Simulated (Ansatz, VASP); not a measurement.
**Ir3C: VASP beside Ansatz**

```
CELL_PARAMETERS angstrom
2.69465 0.00000 0.00000
-1.34733 2.33364 0.00000
0.00000 0.00000 21.27695
ATOMIC_POSITIONS crystal
Ir 0.66667 0.33333 0.18800
Ir 0.33333 0.66667 0.28850
Ir 0.00000 0.00000 0.38901
C 0.88889 0.11111 0.51732
```

Alike in both runs: task single point; functional LDA; k mesh 12 × 12 × 1; occupations gaussian, width 0.1 eV; collinear spin.

```csv
,VASP,Ansatz
version,VASP 6.6.1,Ansatz 0.2.0
potentials or method,"VASP PAW LDA potentials, release 64 (Ir, C), cutoff 520 eV","scalar-relativistic, plane waves, PAW"
valence electrons in the cell,31,55
```

|  | VASP | Ansatz | Ansatz less VASP |
| --- | --- | --- | --- |
| gap on the k mesh at the Fermi level (eV) | none | none | - |
| rms of the force components (eV/Å) | 0.791 | 0.765 | -0.0257 |
| net moment per atom (μB) | 0.00 | 0.00 | 0.000 |
| work function, face that differs most (eV) | 5.70 | 5.69 | -0.006 |

Ansatz warns that its potentials were made for another functional, while VASP's fit it. LDA's correlation is that of Perdew and Zunger in VASP and of Perdew and Wang (1992) in Ansatz. Atom by atom the forces differ by 0.051 eV/Å (rms over components). A gap of «none» marks a metal or a gap that the smearing closes. VASP's potentials hold 31 valence electrons a cell and Ansatz's 55, so a difference there can come from the potentials and not from the codes. Ansatz's warnings: seeded moment not kept, xc potential rough in thin density.

Spin-orbit coupling is off throughout.
